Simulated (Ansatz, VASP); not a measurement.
Cs in VASP and in Ansatz

```xyz
1
Lattice="-3.1285 3.1285 3.1285 3.1285 -3.1285 3.1285 3.1285 3.1285 -3.1285" Properties=species:S:1:pos:R:3 pbc="T T T"
Cs    0.0000    0.0000    0.0000
```

Alike in both runs: functional RPBE; k mesh 4 × 4 × 4; occupations fermi-dirac, width 0.05 eV; no spin polarisation.

|  | VASP | Ansatz |
| --- | --- | --- |
| version | VASP 6.6.1 | Ansatz 0.2.0 |
| potentials or method | VASP PAW PBE potentials, release 64 (Cs_sv) | Ansatz PAW |
| plane-wave cutoff (eV) | 520 | 420 |
| valence electrons in the cell | 9 | 9 |
| task | single point | projected density of states |

|  | VASP | Ansatz | Ansatz less VASP |
| --- | --- | --- | --- |
| gap on the k mesh at the Fermi level (eV) | none | none | - |
| pressure (GPa) | 0.2 | 0.2 | 0.00 |

VASP's potentials were made for PBE, not for RPBE. A gap of «none» marks a metal or a gap that the smearing closes.

Neither program's run includes spin-orbit coupling.
